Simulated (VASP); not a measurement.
The system is W.

```
W
1.0
    -1.58234    1.58234    1.58234
     1.58234   -1.58234    1.58234
     1.58234    1.58234   -1.58234
W
1
Direct
  0.00000 0.00000 0.00000
```

| Quantity | Value |
| --- | --- |
| Program | VASP 6.6.1 |
| Task | relaxation of cell and atoms |
| Functional | RPBE |
| Dispersion | D3(BJ) |
| Potentials or basis | VASP PAW PBE potentials, release 64 (W_sv) |
| Cutoff | 600 eV |
| k mesh | 12 × 12 × 12 |
| Occupations | fermi-dirac, width 0.05 eV |
| Spin | no spin polarisation |

At the start: pressure -38.1 GPa; volume 15.85 Å³/atom.

**Question.** Where does the relaxation end?

**Answer.** Over 5 steps the energy falls by 225.2 meV/atom and the volume is 14.11 Å³/atom (-11.0 %); space group Im-3m (No. 229, to 0.05 Å).

The path:
```
step  energy change (eV)  largest force (eV/Å)  pressure (GPa)  volume (Å³)
   1              0.0000                0.0000          -38.05        15.85
   2              5.7040                0.0000          516.17         8.69
   3             -0.2120                0.0000          -10.52        14.50
   4             -0.2227                0.0000           -4.69        14.28
   5             -0.2252                0.0000            0.07        14.11
```

Final structure:
```
W
1.0
    -1.52224    1.52224    1.52224
     1.52224   -1.52224    1.52224
     1.52224    1.52224   -1.52224
W
1
Direct
  0.00000 0.00000 0.00000
```

Caveat: the PAW data sets were made with another functional, which shifts forces and pressure a little; the volume moved by -11 % from the deposited cell, more than functionals usually miss; pairwise dispersion overbinds metals, which lowers pressure and volume.
